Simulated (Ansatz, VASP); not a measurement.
Two plane-wave programs on Hf

File INCAR:

```
SYSTEM = Hf
  PREC = Accurate
  ENCUT = 520
  EDIFF = 1E-7
  ISMEAR = 0
  SIGMA = 0.15
  LREAL = .FALSE.
  LASPH = .TRUE.
  NELM = 60
  ALGO = Normal
  ISIF = 2
  LWAVE = .FALSE.
  LCHARG = .FALSE.
  NBANDS = 11
```

Contents of KPOINTS:

```
Automatic mesh
0
G
  18 18 18
  0 0 0
```

The input POSCAR:

```
Hf
1.0
    0.0000000000      2.0424000000      2.0424000000
    2.0424000000      0.0000000000      2.0424000000
    2.0424000000      2.0424000000      0.0000000000
Hf
1
Direct
    0.0000000000      0.0000000000      0.0000000000
```

Input for Ansatz:

```yaml
crystal:
  lattice:
    - [0.0, 2.0424, 2.0424]
    - [2.0424, 0.0, 2.0424]
    - [2.0424, 2.0424, 0.0]
  atoms:
    - { symbol: Hf, position: [0.0, 0.0, 0.0] }
basis:
  ecutwfc: 420
kpoints:
  mp_grid: { grid: [18, 18, 18] }
hamiltonian:
  xc: lda
scf:
  occupations: { method: gaussian, width: 0.15 }
output:
  forces: true
  stress: true
  eigenvalues: true
```

Change from the starting cell: strain -0.080 along x and y, -0.080 along z, atoms carried along.

Alike in both runs: task single point; functional LDA; k mesh 18 × 18 × 18; occupations gaussian, width 0.15 eV; no spin polarisation.

|  | VASP | Ansatz |
| --- | --- | --- |
| version | VASP 6.6.1 | Ansatz 0.2.0 |
| potentials or method | VASP PAW LDA potentials, release 64 (Hf_pv), cutoff 520 eV | scalar-relativistic, plane waves, PAW |
| valence electrons in the cell | 10 | 26 |

```csv
,VASP,Ansatz,Ansatz less VASP
gap on the k mesh at the Fermi level (eV),none,none,-
pressure (GPa),32.0,31.9,-0.08
```

LDA's correlation is that of Perdew and Zunger in VASP and of Perdew and Wang (1992) in Ansatz. A gap of «none» marks a metal or a gap that the smearing closes. Both programs put the cell under a high pressure, so it lies far from rest at this level. VASP's potentials hold 10 valence electrons a cell and Ansatz's 26, so a difference there can come from the potentials and not from the codes.

Spin-orbit coupling is off throughout.
